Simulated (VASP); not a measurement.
Input of a VASP 6.6.1 run:

INCAR

```
SYSTEM = MgO
ALGO     = Normal         ! electronic algorithm
EDIFF    = 1E-7           ! SCF threshold, eV
ENCUT    = 520            ! plane-wave cutoff, eV
GGA      = PE             ! functional
ISIF     = 2              ! what is computed and relaxed
ISMEAR   = 0              ! smearing method
LASPH    = .TRUE.         ! aspherical terms in the spheres
LCHARG   = .FALSE.        ! write CHGCAR
LREAL    = .FALSE.        ! projectors in reciprocal space
LWAVE    = .FALSE.        ! write WAVECAR
NBANDS   = 16             ! bands
NELM     = 60             ! most SCF steps
PREC     = Accurate       ! precision mode
SIGMA    = 0.05           ! smearing width, eV
```

Contents of KPOINTS:

```
k-points
0
G
  9 9 6
  0 0 0
```

File POSCAR:

```
MgO
1.0
    3.3805000000      0.0000000000      0.0000000000
   -1.6902500000      2.9275988775      0.0000000000
    0.0000000000      0.0000000000      4.1546000000
Mg O
2 2
Direct
    0.6666666667      0.3333333333      0.7500000000
    0.3333333333      0.6666666667      0.2500000000
    0.6666666667      0.3333333333      0.2500000000
    0.3333333333      0.6666666667      0.7500000000
```

Potentials or basis: VASP PAW PBE potentials, release 64 (Mg, O).

The run is started by

```bash
$ cat potpaw_PBE.64/Mg/POTCAR potpaw_PBE.64/O/POTCAR > POTCAR
$ mpirun -np 1 vasp_std > vasp.out
```

(1) Estimate the band gap on the k mesh.

(2) What does it give for the pressure?

## Answers

(1) 3.77 eV, direct.

(2) 15.0 GPa.
